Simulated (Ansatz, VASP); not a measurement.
**One calculation of Mg3CdS2, two programs**

```
CELL_PARAMETERS angstrom
6.07705 0.00000 0.00000
-3.03853 5.26288 0.00000
0.00000 0.00000 11.32298
ATOMIC_POSITIONS crystal
Mg 0.83720 0.16280 0.50000
Mg 0.83720 0.67440 0.50000
Mg 0.32560 0.16280 0.50000
Cd 0.00000 0.00000 0.00000
S 0.00000 0.00000 0.65406
S 0.00000 0.00000 0.34594
```

Alike in both runs: functional PBE; k mesh 6 × 6 × 4; occupations gaussian, width 0.1 eV; no spin polarisation.

Ansatz relaxed the structure, and its values are those at the end. VASP's run is a single point on that final structure, the one shown.

|  | VASP | Ansatz |
| --- | --- | --- |
| version | VASP 6.6.1 | Ansatz 0.2.0 |
| potentials or method | VASP PAW PBE potentials, release 64 (Mg, Cd, S), cutoff 520 eV | scalar-relativistic, plane waves, PAW |
| valence electrons in the cell | 30 | 62 |

|  | VASP | Ansatz | Ansatz less VASP |
| --- | --- | --- | --- |
| gap on the k mesh at the Fermi level (eV) | 0.48 | 0.48 | -0.003 |
| least direct gap on the mesh (eV) | 0.51 | 0.51 | -0.003 |
| pressure (GPa) | 0.0 | 0.0 | +0.04 |
| rms of the force components (eV/Å) | 0.007 | 0.004 | -0.0034 |

VASP's potentials hold 30 valence electrons a cell and Ansatz's 62, so a difference there can come from the potentials and not from the codes.
